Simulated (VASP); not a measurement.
**Cu3O2: single point with PBEsol**

The system is Cu3O2.

```
Cu O
1.0
    -2.02298    2.02298    3.52667
     2.02298   -2.02298    3.52667
     2.02298    2.02298   -3.52667
Cu O
3 2
Cartesian
  0.0000 0.0000 0.0000
  0.0000 2.0230 1.7633
  2.0230 0.0000 1.7633
  0.0000 2.0230 0.0000
  2.0230 0.0000 0.0000
```

```json
{
  "Program": "VASP 6.6.1",
  "Task": "single point",
  "Functional": "PBEsol",
  "Potentials or basis": "VASP PAW PBE potentials, release 64 (Cu, O)",
  "Cutoff": "520 eV",
  "k mesh": "8 × 8 × 8",
  "Occupations": "fermi-dirac, width 0.05 eV",
  "Spin": "no spin polarisation",
  "Dipole correction": "no",
  "Further INCAR settings": "ALGO = Normal; EDIFF = 1e-06; NBANDS = 30"
}
```

```
Pressure : 4.8 GPa
```

Stress tensor (GPa, compression positive):
```
-1.12  0.00  0.00
 0.00 -1.12  0.00
 0.00  0.00 16.64
```

Levels at points of the mesh, in eV from the Fermi level:
```csv
k point,band 20,band 21,band 22,band 23,band 24,band 25,band 26,band 27
"(0.00, 0.00, 0.00)",-1.65,-0.72,-0.72,0.42,0.78,5.14,5.14,7.08
"(0.50, 0.00, 0.00)",-1.34,-0.93,-0.61,-0.18,3.12,3.49,8.03,8.37
"(0.50, 0.50, 0.00)",-0.54,-0.42,-0.24,0.40,1.18,3.73,3.95,8.26
"(0.50, 0.50, 0.50)",-1.65,-1.29,-0.23,-0.23,3.24,5.16,6.39,6.39
```

Run time: 90 s on 1 thread of Intel(R) Xeon(R) Platinum 8488C (Sapphire Rapids), on a shared host, peak memory 0.24 GiB.

Caveat: the PAW data sets were made with another functional, which shifts forces and pressure a little; an odd number of electrons without spin polarisation forces a metal; a magnetic or distorted state may lie lower. With open d or f shells a metallic result of PBEsol can be an artefact of self-interaction; +U or a hybrid may open a gap.
